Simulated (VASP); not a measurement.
Runs of VASP 6.6.1 on KF. Symmetry: Fm-3m, No. 225, cubic system. Conventional cell: a = 5.309 Å, b = 5.309 Å, c = 5.309 Å, α = 90.00°, β = 90.00°, γ = 90.00°. K (site symmetry m-3m) has 6 F at 2.65 Å within 3.5 Å. Within 3.5 Å of F (site symmetry m-3m) lie 6 K at 2.65 Å. 

```csv
level,potentials or basis,spin,U,k mesh,smearing,gap on the mesh (eV),pressure (GPa),moment (μB)
BLYP,"VASP PAW PBE potentials, release 64 (K_sv, F)",off,-,6 × 6 × 6,gaussian 0.1 eV,6.32,3.0,-
RPBE,"VASP PAW PBE potentials, release 64 (K_sv, F)",off,-,6 × 6 × 6,fermi-dirac 0.25852 eV,6.61,4.9,-
LDA,"VASP PAW LDA potentials, release 64 (K_sv, F)",off,-,6 × 6 × 6,gaussian 0.1 eV,5.89,-2.9,-
PBE+U,"VASP PAW PBE potentials, release 64 (K_sv, F)",off,F p U = 1.8 eV,3 × 3 × 3,gaussian 0.1 eV,6.43,1.8,-
PBE+D3(BJ)+U,"VASP PAW PBE potentials, release 64 (K_sv, F)",off,F p U = 6.4 eV,6 × 6 × 6,methfessel-paxton 0.1 eV,(a),-0.4,-
LDA,"VASP PAW LDA potentials, release 64 (K_sv, F)",off,-,6 × 6 × 6,gaussian 0.01 eV,5.89,-2.9,-
PBE+U,"VASP PAW PBE potentials, release 64 (K_sv, F)",off,F p U = 4.2 eV,8 × 8 × 8,methfessel-paxton 0.26 eV,(c),1.2,-
revPBE,"VASP PAW PBE potentials, release 64 (K_sv, F)","collinear, zero start",-,4 × 4 × 4,gaussian 0.1 eV,6.58,(b),0.00
PBE+U,"VASP PAW PBE potentials, release 64 (K_sv, F)",off,F p U = 2.7 eV,8 × 8 × 8,gaussian 0.01 eV,6.52,1.7,-
PBEsol,"VASP PAW PBE potentials, release 64 (K_sv, F)","collinear, zero start",-,8 × 8 × 8,gaussian 0.1 eV,6.13,0.0,0.00
```

Alike in all rows: task single point; cell as given.

Q: Estimate the missing entries.

A: (a) 6.89; (b) 4.3; (c) 6.67.

Caveats: some runs use coarse meshes; the PAW data sets were made with another functional, which shifts forces and pressure a little (at least some runs); the cell stands under pressure (at least some runs); three body term missing (at least some runs).

A k mesh can miss the band edges.
